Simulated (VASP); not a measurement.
# Fe (Fd-3m) in VASP: further runs, part 2 of 2

VASP 6.6.1. Earlier steps stand in the parts before.

## Step 3: Relaxation of cell and atoms, LDA, collinear spin, antiferromagnetic start

This run uses another cell than the first one, of 15.90 Å³/atom.

File INCAR:

```
SYSTEM = Fe
PREC = Accurate ; ENCUT = 600
EDIFF = 1E-6 ; ISMEAR = -1
SIGMA = 0.05 ; LREAL = .False.
LASPH = .True. ; NELM = 150
ALGO = Normal ; ISIF = 3
LWAVE = .False. ; LCHARG = .False.
ISPIN = 2 ; MAGMOM = 2.5 -2.5
LORBIT = 11 ; LMAXMIX = 4
IBRION = 2 ; NSW = 80
EDIFFG = -0.01
```

File KPOINTS:

```
Automatic mesh
0
Gamma
  11 11 11
  0 0 0
```

File POSCAR:

```
Fe
1.0
    0.0000000000      2.5145090540      2.5145090540
    2.5145090540      0.0000000000      2.5145090540
    2.5145090540      2.5145090540      0.0000000000
Fe
2
Direct
    0.1250000000      0.1250000000      0.1250000000
    0.8750000000      0.8750000000      0.8750000000
```

Potentials or basis: VASP PAW LDA potentials, release 64 (Fe).

Launch:

```console
$ cat potpaw_LDA.64/Fe/POTCAR > POTCAR
$ mpirun -np 1 vasp_std > vasp.out
```

OUTCAR:

```text
SYSTEM = Fe
   PREC = Accurate
   ENCUT = 600
   EDIFF = 1E-6
   ISMEAR = -1
   LREAL = .False.
   LASPH = .True.
   NELM = 150
   ISIF = 3
   ISPIN = 2
   LORBIT = 11
   IBRION = 2
   NSW = 80
   EDIFFG = -0.01

 ion  position               nearest neighbor table
   1  0.125  0.125  0.125-   2 2.18   2 2.18   2 2.18   2 2.18
   2  0.875  0.875  0.875-   1 2.18   1 2.18   1 2.18   1 2.18

  LATTYP: Found a face centered cubic cell.
 ALAT       =     5.0290181080

  Lattice vectors:

 A1 = (   0.0000000000,   2.5145090540,   2.5145090540)
 A2 = (   2.5145090540,   0.0000000000,   2.5145090540)
 A3 = (   2.5145090540,   2.5145090540,   0.0000000000)

Analysis of symmetry for initial positions (statically):
=====================================================================
 Subroutine PRICEL returns:
 Original cell was already a primitive cell.

 Routine SETGRP: Setting up the symmetry group for a
 face centered cubic supercell.

 Subroutine GETGRP returns: Found 48 space group operations
 (whereof 12 operations were pure point group operations)
 out of a pool of 48 trial point group operations.

The static configuration has the point symmetry D_3d.
 The point group associated with its full space group is O_h .

Analysis of symmetry for dynamics (positions and initial velocities):
=====================================================================
 Subroutine PRICEL returns:
 Original cell was already a primitive cell.

 Routine SETGRP: Setting up the symmetry group for a
 face centered cubic supercell.

[... 183 lines left out ...]
      1      -3.5730      1.00000
      2       0.1928      1.00000
      3       0.1928      1.00000
      4       0.4112      1.00000
      5       0.4112      1.00000
      6       0.4112      1.00000
      7       2.2392      0.99928
      8       2.2392      0.99928
      9       2.2392      0.99928
     10       3.6734      0.00000
     11       3.6734      0.00000
     12      15.9489      0.00000
[... 934 lines left out ...]
 number of electron      15.9999991 magnetization      -0.0000000

 number of electron      15.9999991 magnetization       0.0000000

 Free energy of the ion-electron system (eV)
  ---------------------------------------------------
  ext. energy  EPLUGINS =         0.00000000
  ---------------------------------------------------
  free energy    TOTEN  =       -16.29275247 eV

  energy without entropy =      -16.27304984  energy(sigma->0) =      -16.28290115

 E-fermi :   4.1532     XC(G=0): -12.2507

 val. band max:        4.1526879718   @ k =   0.2727   0.1818   0.0000
 cond. band min:       4.1608735071   @ k =   0.4545   0.0909   0.0000
 fundamental gap:      0.0081855352
 Fermi energy:         4.1532214858

 spin component 1

 k-point     1 :       0.0000    0.0000    0.0000
  band No.  band energies     occupation
      1      -2.8727      1.00000
      2       1.0476      1.00000
      3       1.0476      1.00000
      4       1.4712      1.00000
      5       1.4712      1.00000
      6       1.4712      1.00000
      7       3.7028      0.99988
      8       3.7028      0.99988
      9       3.7028      0.99988
     10       5.5649      0.00000
     11       5.5649      0.00000
     12      19.3518      0.00000
[... 738 lines left out ...]
  FREE ENERGIE OF THE ION-ELECTRON SYSTEM (eV)
  ---------------------------------------------------
  free  energy   TOTEN  =       -16.2927524686 eV

  energy  without entropy=      -16.2730498369  energy(sigma->0) =      -16.28290115

 reached required accuracy - stopping structural energy minimisation

 total charge

# of ion       s       p       d       tot
------------------------------------------
    1        0.619   0.487   6.560   7.667
    2        0.619   0.487   6.560   7.667
--------------------------------------------------
tot          1.238   0.975  13.121  15.333

 magnetization (x)

# of ion       s       p       d       tot
------------------------------------------
    1        0.000  -0.000   0.000   0.000
    2       -0.000   0.000  -0.000  -0.000
--------------------------------------------------
tot          0.000   0.000   0.000   0.000
```

OSZICAR:

```text
N       E                     dE             d eps       ncg     rms          rms(c)
DAV:   1     0.923635720549E+02    0.92364E+02   -0.78165E+03  2688   0.179E+03
DAV:   2    -0.121849065596E+02   -0.10455E+03   -0.96144E+02  2692   0.299E+02
DAV:   3    -0.172569576109E+02   -0.50721E+01   -0.45038E+01  3668   0.812E+01
[... 57 lines left out ...]
       N       E                     dE             d eps       ncg     rms          rms(c)
DAV:   1    -0.162944005427E+02   -0.17996E-02   -0.35246E-02  2720   0.402E+00    0.327E-01
DAV:   2    -0.162930424552E+02    0.13581E-02   -0.12662E-02  2920   0.231E+00    0.999E-02
DAV:   3    -0.162927810154E+02    0.26144E-03   -0.12519E-03  2896   0.756E-01    0.340E-02
DAV:   4    -0.162927527498E+02    0.28266E-04   -0.32808E-05  2860   0.790E-02    0.584E-03
DAV:   5    -0.162927524686E+02    0.28118E-06   -0.37183E-06  2784   0.353E-02
   7 F= -.16292752E+02 E0= -.16282901E+02  d E =-.111824E-03  mag=    -0.0000
```

Run time: 92 s. Hardware: 1 thread of Intel Xeon 6975P-C (Granite Rapids), shared host; peak memory 0.18 GiB.

Results:

```
Free energy                                           : -16.2928 eV
Relaxed volume                                        : 13.27 Å³/atom
Relaxed cell                                          : a = 3.348 Å, b = 3.348 Å, c = 3.348 Å, α = 60.00°, β = 60.00°, γ = 60.00°
Space group after relaxing (to 0.1 Å)                 : Fd-3m (No. 227)
Energy gained by relaxing                             : 218.7 meV/atom
Ionic steps                                           : 7
Pressure after relaxing                               : 0.0 GPa
Band gap on the k mesh                                : zero (filled and empty bands overlap)
Net moment                                            : 0.00 μB per cell
Valence electrons inside the program's atomic spheres : Fe 7.67
```

Step by step:
```
step  energy change (eV)  largest force (eV/Å)  pressure (GPa)  volume (Å³)
   1              0.0000                0.0000          -22.69        31.80
   2              0.0307                0.0000           42.93        22.52
   3             -0.4369                0.0000           -0.97        26.68
   4             -0.4373                0.0000           -0.15        26.57
   5             -0.4372                0.0000            0.54        26.47
   6             -0.4372                0.0000           -0.59        26.63
   7             -0.4373                0.0000            0.03        26.54
```

Final structure:
```
CELL_PARAMETERS angstrom
0.00000 2.36754 2.36754
2.36754 0.00000 2.36754
2.36754 2.36754 0.00000
ATOMIC_POSITIONS crystal
Fe 0.12500 0.12500 0.12500
Fe 0.87500 0.87500 0.87500
```

Levels at points of the mesh, in eV from the Fermi level:
Spin up:
| k point | band 6 | band 7 | band 8 | band 9 | band 10 | band 11 |
| --- | --- | --- | --- | --- | --- | --- |
| (0.00, 0.00, 0.00) | -2.68 | -0.45 | -0.45 | -0.45 | 1.41 | 1.41 |
Spin down:
| k point | band 5 | band 6 | band 7 | band 8 | band 9 | band 10 | band 11 | band 12 |
| --- | --- | --- | --- | --- | --- | --- | --- | --- |
| (0.00, 0.00, 0.00) | -2.68 | -2.68 | -0.45 | -0.45 | -0.45 | 1.41 | 1.41 | 15.20 |

Caveat: the volume moved by over 15 % at a fixed basis, so the end points are rough.

## Step 4: Single point, LDA, collinear spin, ferromagnetic start

This run uses another cell than the first one, of 13.43 Å³/atom.

File INCAR:

```
SYSTEM = Fe
ALGO = Normal ; EDIFF = 1E-6
ENCUT = 520 ; GGA = CA
ISIF = 2 ; ISMEAR = -1
ISPIN = 2 ; LASPH = .True.
LCHARG = .False. ; LMAXMIX = 4
LORBIT = 11 ; LREAL = .False.
LWAVE = .False. ; MAGMOM = 2.5 2.5
NBANDS = 19 ; NELM = 150
PREC = Accurate ; SIGMA = 0.05
```

File KPOINTS:

```
k-points
0
Gamma
  11 11 11
  0 0 0
```

File POSCAR:

```
Fe
1.0
    0.0000000000      2.3772073728      2.3772073728
    2.3772073728      0.0000000000      2.3772073728
    2.3772073728      2.3772073728      0.0000000000
Fe
2
Direct
    0.1250000000      0.1250000000      0.1250000000
    0.8750000000      0.8750000000      0.8750000000
```

Launch:

```console
$ cat potpaw_LDA.64/Fe/POTCAR > POTCAR
$ mpirun -np 1 vasp_std > vasp.out
```

Run time: 88 s. Hardware: 1 thread of Intel Xeon 8259CL, shared host; peak memory 0.17 GiB.

The run converged. Its results:

```
Free energy                                           : -16.2888 eV
Pressure                                              : -2.2 GPa
Band gap on the k mesh                                : zero (filled and empty bands overlap)
Net moment                                            : 0.00 μB per cell
Valence electrons inside the program's atomic spheres : Fe 7.64
```

Levels at points of the mesh, in eV from the Fermi level:
Spin up:
| k point | band 6 | band 7 | band 8 | band 9 | band 10 | band 11 |
| --- | --- | --- | --- | --- | --- | --- |
| (0.00, 0.00, 0.00) | -2.65 | -0.44 | -0.44 | -0.44 | 1.39 | 1.39 |
Spin down:
```
           k point  band 6  band 7  band 8  band 9  band 10  band 11
(0.00, 0.00, 0.00)   -2.65   -0.44   -0.44   -0.44     1.39     1.39
```

## Step 5: Relaxation of cell and atoms, LDA, collinear spin, ferromagnetic start

This run uses another cell than the first one, of 15.90 Å³/atom.

File INCAR:

```
ALGO = Normal
EDIFF = 1E-7
EDIFFG = -0.01
ENCUT = 600
IBRION = 2
ISIF = 3
ISMEAR = -1
ISPIN = 2
LASPH = True
LCHARG = False
LMAXMIX = 4
LORBIT = 11
LREAL = False
LWAVE = False
MAGMOM = 2.5 2.5
NELM = 150
NSW = 80
PREC = Accurate
SIGMA = 0.05
```

File KPOINTS:

```
k-points
0
Gamma
  11 11 11
```

File POSCAR:

```
Fe
1.0
    0.0000000000      2.5145090540      2.5145090540
    2.5145090540      0.0000000000      2.5145090540
    2.5145090540      2.5145090540      0.0000000000
Fe
2
Direct
    0.1250000000      0.1250000000      0.1250000000
    0.8750000000      0.8750000000      0.8750000000
```

Launch:

```console
$ cat potpaw_LDA.64/Fe/POTCAR > POTCAR
$ mpirun -np 1 vasp_std > vasp.out
```

Run time: 4.3 min. Hardware: 1 thread of Intel Xeon 8259CL, shared host; peak memory 0.19 GiB.

Results (log left out):

- Free energy: -16.2928 eV
- Relaxed volume: 13.27 Å³/atom
- Relaxed cell: a = 3.348 Å, b = 3.348 Å, c = 3.348 Å, α = 60.00°, β = 60.00°, γ = 60.00°
- Space group after relaxing (to 0.1 Å): Fd-3m (No. 227)
- Energy gained by relaxing: 218.7 meV/atom
- Ionic steps: 7
- Pressure after relaxing: 0.0 GPa
- Band gap on the k mesh: zero (filled and empty bands overlap)
- Net moment: 0.00 μB per cell
- Valence electrons inside the program's atomic spheres: Fe 7.67

Step by step:
```tsv
step	energy change (eV)	largest force (eV/Å)	pressure (GPa)	volume (Å³)
1	0.0000	0.0000	-22.69	31.80
2	0.0309	0.0000	42.93	22.52
3	-0.4369	0.0000	-0.97	26.68
4	-0.4373	0.0000	-0.19	26.57
5	-0.4372	0.0000	0.50	26.47
6	-0.4372	0.0000	-0.51	26.62
7	-0.4373	0.0000	0.00	26.54
```

Final structure:
```
Fe
1.0
     0.00000    2.36755    2.36755
     2.36755    0.00000    2.36755
     2.36755    2.36755    0.00000
Fe
2
Cartesian
  0.5919 0.5919 0.5919
  4.1432 4.1432 4.1432
```

Levels at points of the mesh, in eV from the Fermi level:
Spin up:
```csv
k point,band 4,band 5,band 6,band 7,band 8,band 9,band 10,band 11,band 12,band 13
"(0.00, 0.00, 0.00)",-2.68,-2.68,-2.68,-0.45,-0.45,-0.45,1.41,1.41,15.20,15.20
```
Spin down:
| k point | band 6 | band 7 | band 8 | band 9 | band 10 | band 11 |
| --- | --- | --- | --- | --- | --- | --- |
| (0.00, 0.00, 0.00) | -2.68 | -0.45 | -0.45 | -0.45 | 1.41 | 1.41 |

Caveat: the volume moved by over 15 % at a fixed basis, so the end points are rough.

## Step 6: Single point, LDA (12.91 Å³/atom)

This run uses another cell than the first one, of 12.91 Å³/atom.

File INCAR:

```
SYSTEM = Fe
  PREC = Accurate
  ENCUT = 600
  EDIFF = 1E-6
  ISMEAR = -1
  SIGMA = 0.1
  LREAL = .False.
  LASPH = .True.
  NELM = 120
  ALGO = Normal
  ISIF = 2
  LWAVE = .False.
  LCHARG = .False.
  GGA = CA
  NBANDS = 23
  GGA_COMPAT = .False.
```

File KPOINTS:

```
Automatic mesh
0
Gamma
  13 13 13
  0 0 0
```

File POSCAR:

```
Fe
1.0
    0.0000000000      2.3459480511      2.3459480511
    2.3459480511      0.0000000000      2.3459480511
    2.3459480511      2.3459480511      0.0000000000
Fe
2
Direct
    0.1250000000      0.1250000000      0.1250000000
    0.8750000000      0.8750000000      0.8750000000
```

Potentials or basis: VASP PAW LDA potentials, release 64 (Fe_sv).

Launch:

```console
$ cat potpaw_LDA.64/Fe_sv/POTCAR > POTCAR
$ mpirun -np 1 vasp_std > vasp.out
```

Wall time 45 s (1 thread of AMD EPYC 7R13 (Zen 3), shared host); peak memory 0.14 GiB.

It converged, with:

| Property | Result |
| --- | --- |
| Free energy | -16.3594 eV |
| Pressure | 5.8 GPa |
| Band gap on the k mesh | zero (bands 16 and 17 overlap by 0.92 eV) |

Levels at points of the mesh, in eV from the Fermi level:
```tsv
k point	band 13	band 14	band 15	band 16	band 17	band 18	band 19	band 20
(0.00, 0.00, 0.00)	-2.77	-2.77	-0.47	-0.47	-0.47	1.48	1.48	15.42
```

Caveat: the cell stands under pressure; the run has no spin polarisation, though such a crystal can be magnetic.
